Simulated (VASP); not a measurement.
C: single point with LDA

The system is C.

```
CELL_PARAMETERS angstrom
-2.44655 2.44655 2.37424
2.44655 -2.44655 2.37424
2.44655 2.44655 -2.37424
ATOMIC_POSITIONS crystal
C 0.32547 0.00000 0.00000
C 0.67453 0.67453 0.67453
C 0.00000 0.32547 0.00000
C 0.00000 0.00000 0.32547
C 0.00000 0.67453 0.00000
C 0.32547 0.32547 0.32547
C 0.67453 0.00000 0.00000
C 0.00000 0.00000 0.67453
```

This cell differs from its parent crystal: strain +0.015 along x and y, -0.015 along z.

| Property | Result |
| --- | --- |
| Program | VASP 6.6.1 |
| Task | single point |
| Functional | LDA |
| Potentials or basis | VASP PAW LDA potentials, release 64 (C) |
| Cutoff | 520 eV |
| k mesh | 8 × 8 × 8 |
| Occupations | gaussian, width 0.05 eV |
| Spin | no spin polarisation |
| Dipole correction | no |
| Further INCAR settings | ALGO = Normal; EDIFF = 1e-06; NBANDS = 26 |

- Pressure: -3.6 GPa
- Largest force: 0.619 eV/Å
- Band gap on the k mesh: 2.68 eV, indirect (least direct gap 3.54 eV)

Forces on the atoms (eV/Å):
```
C    0.237 -0.237  0.521
C    0.237  0.237 -0.521
C   -0.237  0.237  0.521
C   -0.237 -0.237 -0.521
C    0.237 -0.237 -0.521
C   -0.237 -0.237  0.521
C   -0.237  0.237 -0.521
C    0.237  0.237  0.521
```

Stress tensor (GPa, compression positive):
```
-9.51  0.00  0.00
 0.00 -9.51  0.00
 0.00  0.00  8.37
```

Levels at points of the mesh, in eV from the valence-band top:
```tsv
k point	band 14	band 15	band 16	band 17	band 18	band 19
(0.00, 0.00, 0.00)	-0.88	-0.46	-0.46	3.38	3.38	4.64
(0.50, 0.00, 0.00)	-3.28	-2.47	-2.44	3.64	4.84	5.66
(0.50, 0.50, 0.00)	-3.08	-2.81	-2.30	3.46	5.31	5.90
(0.50, 0.50, 0.50)	-0.39	-0.39	0.00	3.54	5.11	5.76
```

Run time: 49 s on 1 thread of Intel Xeon 6975P-C, on a shared host, peak memory 0.18 GiB.

Caveat: the cell differs from its parent crystal (strain +0.015 along x and y, -0.015 along z). A k mesh can miss the band edges.
